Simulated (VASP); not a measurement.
TiAl, 2 atoms in the cell. Symmetry: Pm-3m, No. 221, cubic system. The conventional cell has a = 3.179 Å, b = 3.179 Å, c = 3.179 Å, α = 90.00°, β = 90.00°, γ = 90.00°. Within 3.6 Å of Ti (site symmetry m-3m) lie 8 Al at 2.75 Å and 6 Ti at 3.18 Å. Within 3.6 Å of Al (site symmetry m-3m) lie 8 Ti at 2.75 Å and 6 Al at 3.18 Å. 

| Quantity | Value |
| --- | --- |
| Program | VASP 6.6.1 |
| Task | relaxation of cell and atoms |
| Functional | BLYP |
| Dispersion | D3(BJ) |
| Potentials or basis | VASP PAW PBE potentials, release 64 (Ti_sv, Al) |
| Cutoff | 600 eV |
| k mesh | 8 × 8 × 8 |
| Occupations | fermi-dirac, width 0.05 eV |
| Spin | no spin polarisation |
| Dipole correction | no |
| Further INCAR settings | ALGO = Normal; EDIFF = 1e-06; IBRION = 2; EDIFFG = -0.01; NSW = 60; ISIF = 3 |

Potentials or basis: VASP PAW PBE potentials, release 64 (Ti_sv, Al).

The run is started by

```sh
$ cat potpaw_PBE.64/Ti_sv/POTCAR potpaw_PBE.64/Al/POTCAR > POTCAR
$ mpirun -np 1 vasp_std > vasp.out
```

Hardware: 1 thread of Intel(R) Xeon(R) 6975P-C (Granite Rapids), with other jobs on the host.

Q: How long does it take, and how much memory?

A: Run time: 33 s on 1 thread of Intel(R) Xeon(R) 6975P-C (Granite Rapids) (shared host), peak memory 0.18 GiB. Counts: scf iterations 33, k points 35, ion steps 3.
